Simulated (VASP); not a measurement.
**Mg3Se4: single point with PBE**

Crystal: Mg3Se4.

```
CELL_PARAMETERS angstrom
4.12360 0.00000 0.00000
-2.06180 3.57115 0.00000
0.00000 0.00000 11.43569
ATOMIC_POSITIONS crystal
Mg 0.00000 0.00000 0.00000
Mg 0.66667 0.33333 0.71671
Mg 0.33333 0.66667 0.28329
Se 0.33333 0.66667 0.86154
Se 0.66667 0.33333 0.13846
Se 0.00000 0.00000 0.39385
Se 0.00000 0.00000 0.60615
```

| Property | Result |
| --- | --- |
| Program | VASP 6.6.1 |
| Task | single point |
| Functional | PBE |
| Potentials or basis | VASP PAW PBE potentials, release 64 (Mg, Se) |
| Cutoff | 600 eV |
| k mesh | 12 × 12 × 4 |
| Occupations | gaussian, width 0.02 eV |
| Spin | no spin polarisation |

| Property | Result |
| --- | --- |
| Pressure | -2.8 GPa |
| Largest force | 0.019 eV/Å |
| Band gap on the k mesh | 0.61 eV |

Forces in eV/Å, atoms in the order of the input:
```
Mg   0.000  0.000  0.000
Mg   0.000  0.000  0.000
Mg   0.000  0.000  0.000
Se   0.000  0.000  0.000
Se   0.000  0.000  0.000
Se   0.000  0.000 -0.019
Se   0.000  0.000  0.019
```

Levels at points of the mesh, in eV from the valence-band top:
| k point | band 11 | band 12 | band 13 | band 14 | band 15 | band 16 | band 17 | band 18 | band 19 | band 20 |
| --- | --- | --- | --- | --- | --- | --- | --- | --- | --- | --- |
| (0.00, 0.00, 0.00) | -0.88 | -0.55 | -0.55 | -0.04 | -0.04 | 1.83 | 2.26 | 3.20 | 3.57 | 4.70 |
| (0.50, 0.00, 0.00) | -1.77 | -1.49 | -1.42 | -0.87 | -0.28 | 1.42 | 2.15 | 3.16 | 4.19 | 5.04 |
| (0.00, 0.00, 0.50) | -0.79 | -0.66 | -0.66 | 0.00 | 0.00 | 0.61 | 3.10 | 3.16 | 3.61 | 4.64 |
| (0.50, 0.00, 0.50) | -1.86 | -1.40 | -1.19 | -0.95 | -0.48 | 1.47 | 2.06 | 3.34 | 4.15 | 4.99 |

It took 7.7 min on 1 thread of Oxide Virtual Turin-like Processor, on a shared host, peak memory 0.5 GiB.

Caveat: semilocal functionals underestimate gaps, and a narrow one can read as zero. A k mesh can miss the band edges.
